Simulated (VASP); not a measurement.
# Ru (Cmcm) in VASP: a series of runs

Runs on Ru. Level: PBEsol. Tasks: single point.

All numbers are computed with VASP 6.6.1; they aren't measurements. Logs are shortened: lines on timing, memory, paths and dates and some standing lists are left out, and cuts for length are marked.

### Step 1. The cell of the first run

Symmetry: Cmcm, No. 63, orthorhombic system. Conventional cell: a = 2.797 Å, b = 4.845 Å, c = 4.252 Å, α = 90.00°, β = 90.00°, γ = 90.00°. Within 3.5 Å of Ru (site symmetry m2m) lie 12 Ru at 2.62 to 2.80 Å.

### Step 2. Single point, PBEsol

INCAR reads:

```
PREC = Accurate
ENCUT = 520
EDIFF = 1E-6
ISMEAR = 0
SIGMA = 0.15
LREAL = False
LASPH = True
NELM = 60
ALGO = Fast
ISIF = 2
LWAVE = False
LCHARG = False
GGA = PS
NBANDS = 21
```

KPOINTS reads:

```
Automatic mesh
0
Gamma
  18 18 10
```

POSCAR reads:

```
Ru
1.0
    2.7972721434      0.0000000000      0.0000000000
   -1.3986360717      2.4225087375      0.0000000000
    0.0000000000      0.0000000000      4.2523798378
Ru
2
Direct
    0.3133061610      0.6266123220      0.2500000000
    0.6866938390      0.3733876780      0.7500000000
```

Potentials or basis: VASP PAW PBE potentials, release 64 (Ru_pv).

Run with:

```bash
cat potpaw_PBE.64/Ru_pv/POTCAR > POTCAR
mpirun -np 1 vasp_std > vasp.out
```

OUTCAR:

```text
PREC = Accurate
   ENCUT = 520
   EDIFF = 1E-6
   ISMEAR = 0
   LREAL = False
   LASPH = True
   NELM = 60
   ISIF = 2
   GGA = PS

 ion  position               nearest neighbor table
   1  0.313  0.627  0.250-   2 2.62   2 2.62   2 2.62   2 2.62   2 2.79   2 2.79
   2  0.687  0.373  0.750-   1 2.62   1 2.62   1 2.62   1 2.62   1 2.79   1 2.79

  LATTYP: Found a hexagonal cell.
 ALAT       =     2.7972721434
 C/A-ratio  =     1.5201881046

  Lattice vectors:

 A1 = (   2.7972721434,   0.0000000000,   0.0000000000)
 A2 = (  -1.3986360717,   2.4225087375,   0.0000000000)
 A3 = (   0.0000000000,   0.0000000000,   4.2523798378)

Analysis of symmetry for initial positions (statically):
=====================================================================
 Subroutine PRICEL returns:
 Original cell was already a primitive cell.

 Routine SETGRP: Setting up the symmetry group for a
 hexagonal supercell.

 Subroutine GETGRP returns: Found  8 space group operations
 (whereof  4 operations were pure point group operations)
 out of a pool of 24 trial point group operations.

The static configuration has the point symmetry C_2h.
 The point group associated with its full space group is D_2h.

Analysis of symmetry for dynamics (positions and initial velocities):
=====================================================================
 Subroutine PRICEL returns:
 Original cell was already a primitive cell.

 Routine SETGRP: Setting up the symmetry group for a
 hexagonal supercell.

 Subroutine GETGRP returns: Found  8 space group operations
 (whereof  4 operations were pure point group operations)
 out of a pool of 24 trial point group operations.

The dynamic configuration has the point symmetry C_2h.
 The point group associated with its full space group is D_2h.

 Subroutine INISYM returns: Found  8 space group operations
 (whereof  4 operations are pure point group operations),
 and found     1 'primitive' translations

----------------------------------------------------------------------------------------

                                     Primitive cell

  volume of cell :      28.8159

  direct lattice vectors                    reciprocal lattice vectors
     2.797272143  0.000000000  0.000000000     0.357491137  0.206397604  0.000000000
    -1.398636072  2.422508737  0.000000000     0.000000000  0.412795209  0.000000000
     0.000000000  0.000000000  4.252379838     0.000000000  0.000000000  0.235162436

  length of vectors
     2.797272143  2.797272143  4.252379838     0.412795209  0.412795209  0.235162436

  position of ions in fractional coordinates (direct lattice)
     0.313306161  0.626612322  0.250000000
     0.686693839  0.373387678  0.750000000

  ion indices of the primitive-cell ions
   primitive index   ion index
                 1           1
                 2           2

----------------------------------------------------------------------------------------

 KPOINTS: Automatic mesh

Automatic generation of k-mesh.
 Grid dimensions read from file:
 generate k-points for:   18   18   10

 Generating k-lattice:

  Cartesian coordinates                     Fractional coordinates (reciprocal lattice)
     0.019860619  0.011466534  0.000000000     0.055555556 -0.000000000  0.000000000
     0.000000000  0.022933067  0.000000000     0.000000000  0.055555556  0.000000000
     0.000000000  0.000000000  0.023516244     0.000000000  0.000000000  0.100000000

  Length of vectors
     0.022933067  0.022933067  0.023516244

  Shift w.r.t. Gamma in fractional coordinates (k-lattice)
     0.000000000  0.000000000  0.000000000

 Subroutine IBZKPT returns following result:
 ===========================================

 Found    546 irreducible k-points:

 Following reciprocal coordinates:
            Coordinates               Weight
  0.000000  0.000000  0.000000      1.000000
  0.055556  0.000000  0.000000      4.000000
  0.000000  0.055556  0.000000      2.000000
  0.111111  0.000000  0.000000      4.000000
  0.000000  0.111111  0.000000      2.000000
  0.166667  0.000000  0.000000      4.000000
[... 16 lines left out ...]
 -0.055556  0.166667  0.000000      4.000000
 -0.166667  0.111111  0.000000      4.000000
 [... further k-points ...]
   k-points           NKPTS =    546   k-points in BZ     NKDIM =    546   number of bands    NBANDS=     21
   number of dos      NEDOS =    301   number of ions     NIONS =      2
   total plane-waves  NPLWV =  18432
   dimension x,y,z NGX =    24 NGY =   24 NGZ =   32
   dimension x,y,z NGXF=    48 NGYF=   48 NGZF=   64
   ions per type =               2
   NGX,Y,Z   is equivalent  to a cutoff of  14.26, 14.26, 12.51 a.u.
   NGXF,Y,Z  is equivalent  to a cutoff of  28.53, 28.53, 25.02 a.u.
 SYSTEM =  unknown system
   PREC   = accura    normal or accurate (medium, high low for compatibility)
   ISTART =      0    job   : 0-new  1-cont  2-samecut
   ICHARG =      2    charge: 1-file 2-atom 10-const
   ISPIN  =      1    spin polarized calculation?
   LNONCOLLINEAR =      F non collinear calculations
   LSORBIT =      F    spin-orbit coupling
   LASPH  =      T    aspherical Exc in radial PAW
   ENCUT  =  520.0 eV  38.22 Ry    6.18 a.u.   5.20  5.20  7.91*2*pi/ulx,y,z
   NELM   =     60;   NELMIN=  2; NELMDL= -5     # of ELM steps
   EDIFF  = 0.1E-05   stopping-criterion for ELM
   LREAL  =      F    real-space projection
   EDIFFG = 0.1E-04   stopping-criterion for IOM
   NSW    =      0    number of steps for IOM
   IBRION =     -1    ionic relax: 0-MD 1-quasi-New 2-CG
   NFREE  =      0    steps in history (QN), initial steepest desc. (CG)
   ISIF   =      2    stress and relaxation
   ISYM   =      2    0-nonsym 1-usesym 2-fastsym
   POTIM  = 0.5000    time-step for ionic-motion
   TEBEG  =    0.0;   TEEND  =   0.0 temperature during run
   PSTRESS=    0.0 pullay stress
   NELECT =      28.0000    total number of electrons
   NUPDOWN=      -1.0000    fix difference up-down
   EMIN   =  10.00;   EMAX   =-10.00  energy-range for DOS
   EFERMI =   0.00;   METHOD = LEGACY
   ISMEAR =     0;   SIGMA  =   0.15  broadening in eV -4-tet -1-fermi 0-gaus
   EFERMI_NEDOS =   21; number of points for ismear=-14 and -15
   IALGO  =     68    algorithm
   IMIX   =      4    mixing-type and parameters
     AMIX     =   0.40;   BMIX     =  1.00
     AMIX_MAG =   1.60;   BMIX_MAG =  1.00
  volume/ion in A,a.u.               =      14.41        97.23
  Fermi-wavevector in a.u.,A,eV,Ry     =   1.621499  3.064190 35.773260  2.629260
  Thomas-Fermi vector in A             =   2.715265
   LORBIT       =      0    0 simple, 1 ext, 2 COOP (PROOUT), +10 PAW based schemes
   GGA     = PS    functional components
   LHFCALC =     F    Hartree Fock is set to
   AEXX    =    0.0000 exact exchange contribution
   IVDW    =     0    specifies the selected vdW correction
   LEPSILON=     F    determine dielectric tensor
   LRPA    =     F    only Hartree local field effects (RPA)
 non-spin polarized calculation
 RMM-DIIS sequential band-by-band and
 Gauss-broadening in eV      SIGMA  =   0.15
  energy-cutoff  :      520.00
  volume of cell :       28.82
 maximum number of plane-waves:       793
 NGX is ok and might be reduce to    24
   NGX = 11   NGY = 11   NGZ = 15

 number of electron      27.9999995 magnetization

 Free energy of the ion-electron system (eV)
  ---------------------------------------------------
  ext. energy  EPLUGINS =         0.00000000
  ---------------------------------------------------
  free energy    TOTEN  =       -20.03450853 eV

  energy without entropy =      -20.01275136  energy(sigma->0) =      -20.02362994

 E-fermi :  11.6881     XC(G=0): -13.9083

 val. band max:       11.6849349036   @ k =  -0.0556   0.2778   0.2000
 cond. band min:      11.6884123692   @ k =   0.0556   0.0000   0.3000
 fundamental gap:      0.0034774657
 Fermi energy:        11.6881171290

 k-point     1 :       0.0000    0.0000    0.0000
  band No.  band energies     occupation
      1     -31.8081      2.00000
      2     -31.0706      2.00000
      3     -30.9352      2.00000
      4     -30.8534      2.00000
      5     -30.8141      2.00000
      6     -30.7447      2.00000
[... 13 lines left out ...]
     20      22.0280      0.00000
     21      22.0726      0.00000

 k-point     2 :       0.0556    0.0000    0.0000
  band No.  band energies     occupation
      1     -31.7985      2.00000
      2     -31.0832      2.00000
      3     -30.9450      2.00000
      4     -30.8600      2.00000
      5     -30.8260      2.00000
      6     -30.7506      2.00000
[... 13 lines left out ...]
     20      22.0279      0.00000
     21      22.0699      0.00000

 k-point     3 :       0.0000    0.0556    0.0000
  band No.  band energies     occupation
      1     -31.8010      2.00000
      2     -31.0756      2.00000
      3     -30.9533      2.00000
      4     -30.8681      2.00000
      5     -30.8169      2.00000
      6     -30.7477      2.00000
[... 13 lines left out ...]
     20      22.0277      0.00000
     21      22.0699      0.00000

 k-point     4 :       0.1111    0.0000    0.0000
  band No.  band energies     occupation
      1     -31.7700      2.00000
      2     -31.1206      2.00000
      3     -30.9713      2.00000
      4     -30.8975      2.00000
      5     -30.8422      2.00000
      6     -30.7682      2.00000
[... 13 lines left out ...]
     20      22.0276      0.00000
     21      22.0635      0.00000

 k-point     5 :       0.0000    0.1111    0.0000
  band No.  band energies     occupation
      1     -31.7805      2.00000
      2     -31.0899      2.00000
      3     -31.0056      2.00000
      4     -30.9103      2.00000
      5     -30.8249      2.00000
      6     -30.7567      2.00000
[... 13 lines left out ...]
     20      22.0277      0.00000
     21      22.0631      0.00000

 k-point     6 :       0.1667    0.0000    0.0000
  band No.  band energies     occupation
      1     -31.7242      2.00000
      2     -31.1808      2.00000
      3     -31.0085      2.00000
      4     -30.9685      2.00000
      5     -30.8526      2.00000
      6     -30.7975      2.00000
[... 13 lines left out ...]
     20      22.0275      0.00000
     21      22.0556      0.00000

 k-point     7 :       0.0000    0.1667    0.0000
  band No.  band energies     occupation
      1     -31.7480      2.00000
      2     -31.1116      2.00000
      3     -31.0856      2.00000
      4     -30.9738      2.00000
      5     -30.8372      2.00000
      6     -30.7713      2.00000
[... 13 lines left out ...]
     20      22.0275      0.00000
     21      22.0542      0.00000
[... 291 lines left out ...]
      1     -31.7846      2.00000
      2     -31.0944      2.00000
      3     -30.9781      2.00000
      4     -30.8930      2.00000
      5     -30.8274      2.00000
      6     -30.7566      2.00000
[... 13 lines left out ...]
     20      22.0276      0.00000
     21      22.0654      0.00000

 k-point    21 :      -0.1111    0.0556    0.0000
  band No.  band energies     occupation
      1     -31.7769      2.00000
      2     -31.1132      2.00000
      3     -30.9604      2.00000
      4     -30.8607      2.00000
      5     -30.8593      2.00000
      6     -30.7651      2.00000
[... 13 lines left out ...]
     20      22.0276      0.00000
     21      22.0653      0.00000

 k-point    22 :       0.1111    0.0556    0.0000
  band No.  band energies     occupation
      1     -31.7499      2.00000
      2     -31.1414      2.00000
      3     -31.0120      2.00000
      4     -30.9434      2.00000
      5     -30.8439      2.00000
      6     -30.7774      2.00000
[... 13 lines left out ...]
     20      22.0276      0.00000
     21      22.0584      0.00000

 k-point    23 :      -0.0556    0.1667    0.0000
  band No.  band energies     occupation
      1     -31.7579      2.00000
      2     -31.1154      2.00000
      3     -31.0432      2.00000
      4     -30.9443      2.00000
      5     -30.8371      2.00000
      6     -30.7685      2.00000
[... 13 lines left out ...]
     20      22.0275      0.00000
     21      22.0579      0.00000

 k-point    24 :      -0.1667    0.1111    0.0000
  band No.  band energies     occupation
      1     -31.7374      2.00000
      2     -31.1625      2.00000
      3     -31.0016      2.00000
      4     -30.9148      2.00000
      5     -30.8629      2.00000
      6     -30.7912      2.00000
[... 13 lines left out ...]
     20      22.0276      0.00000
     21      22.0583      0.00000

 [... further k-points ...]

------------------------ aborting loop because EDIFF is reached ----------------------------------------

  FORCE on cell =-STRESS in cart. coord.  units (eV):
  Direction    XX          YY          ZZ          XY          YZ          ZX
  --------------------------------------------------------------------------------------
  -------------------------------------------------------------------------------------
  Total       -4.1058007     -4.9398585     -1.8191045      0.0000000      0.0000000      0.0000000
  in kB     -228.2844462   -274.6584526   -101.1430667      0.0000000      0.0000000      0.0000000
  external PRESSURE =    -201.3619885 kB  Pullay stress =       0.0000000 kB

 VOLUME and BASIS-vectors are now :
 -----------------------------------------------------------------------------
  energy-cutoff  :      520.00
  volume of cell :       28.82
      direct lattice vectors                 reciprocal lattice vectors
     2.797272143  0.000000000  0.000000000     0.357491137  0.206397604  0.000000000
    -1.398636072  2.422508737  0.000000000     0.000000000  0.412795209  0.000000000
     0.000000000  0.000000000  4.252379838     0.000000000  0.000000000  0.235162436

 POSITION                                       TOTAL-FORCE (eV/Angst)
 -----------------------------------------------------------------------------------
      0.00000      1.51797      1.06309         0.000000      1.316462      0.000000
      1.39864      0.90453      3.18928        -0.000000     -1.316462     -0.000000
 -----------------------------------------------------------------------------------
    total drift:                                0.000000     -0.000000      0.000000

  FREE ENERGIE OF THE ION-ELECTRON SYSTEM (eV)
  ---------------------------------------------------
  free  energy   TOTEN  =       -20.0345085293 eV

  energy  without entropy=      -20.0127513594  energy(sigma->0) =      -20.02362994
```

It took 2.3 min on 1 thread of Intel Xeon Platinum 8488C (Sapphire Rapids), shared host; peak memory 0.35 GiB.

Results:

| Quantity | Value |
| --- | --- |
| Free energy | -20.0345 eV |
| Pressure | -20.1 GPa |
| Largest force | 1.316 eV/Å |
| Band gap on the k mesh | zero (band 14 reaches 13.01 eV, above the bottom of band 15 at 10.37 eV) |

Forces on the atoms (eV/Å):
```
Ru   0.000  1.316  0.000
Ru   0.000 -1.316  0.000
```

Levels at points of the mesh, in eV from the Fermi level:
| k point | band 11 | band 12 | band 13 | band 14 | band 15 | band 16 | band 17 | band 18 |
| --- | --- | --- | --- | --- | --- | --- | --- | --- |
| (0.00, 0.00, 0.00) | -2.24 | -2.14 | -1.54 | -1.44 | -0.91 | 0.35 | 1.60 | 1.69 |
| (0.50, 0.00, 0.00) | -2.12 | -2.11 | -1.45 | 0.97 | 1.56 | 1.56 | 3.89 | 5.20 |
| (0.00, 0.50, 0.00) | -1.43 | -1.09 | -1.00 | 1.25 | 1.29 | 2.07 | 3.04 | 6.02 |
| (0.00, 0.00, 0.50) | -2.57 | -2.57 | -2.39 | -2.39 | 0.23 | 0.23 | 0.62 | 0.62 |
| (0.50, 0.00, 0.50) | -0.96 | -0.96 | 0.69 | 0.69 | 1.31 | 1.31 | 2.77 | 2.77 |
| (0.00, 0.50, 0.50) | -1.22 | -1.22 | -0.26 | -0.26 | 1.36 | 1.36 | 3.75 | 3.75 |

Caveat: the PAW data sets were made with another functional, which shifts forces and pressure a little.

[end of part 1 of 2]
